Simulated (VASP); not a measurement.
Input of a VASP 6.6.1 run:

File INCAR:

```
PREC = Accurate
ENCUT = 520
EDIFF = 1E-7
ISMEAR = -1
SIGMA = 0.02
LREAL = F
LASPH = T
NELM = 80
ALGO = Normal
ISIF = 2
LWAVE = F
LCHARG = F
GGA = PS
NBANDS = 10
```

Contents of KPOINTS:

```
regular mesh
0
Gamma
  6 6 6
```

The input POSCAR:

```
Cs
1.0
   -3.0335000000      3.0335000000      3.0335000000
    3.0335000000     -3.0335000000      3.0335000000
    3.0335000000      3.0335000000     -3.0335000000
Cs
1
Direct
    0.0000000000      0.0000000000      0.0000000000
```

Potentials or basis: VASP PAW PBE potentials, release 64 (Cs_sv).

Command:

```bash
$ cat potpaw_PBE.64/Cs_sv/POTCAR > POTCAR
$ mpirun -np 1 vasp_std > vasp.out
```

**Question.** What does it give for the pressure?

**Answer.** -0.1 GPa.

Caveat: the PAW data sets were made with another functional, which shifts forces and pressure a little.
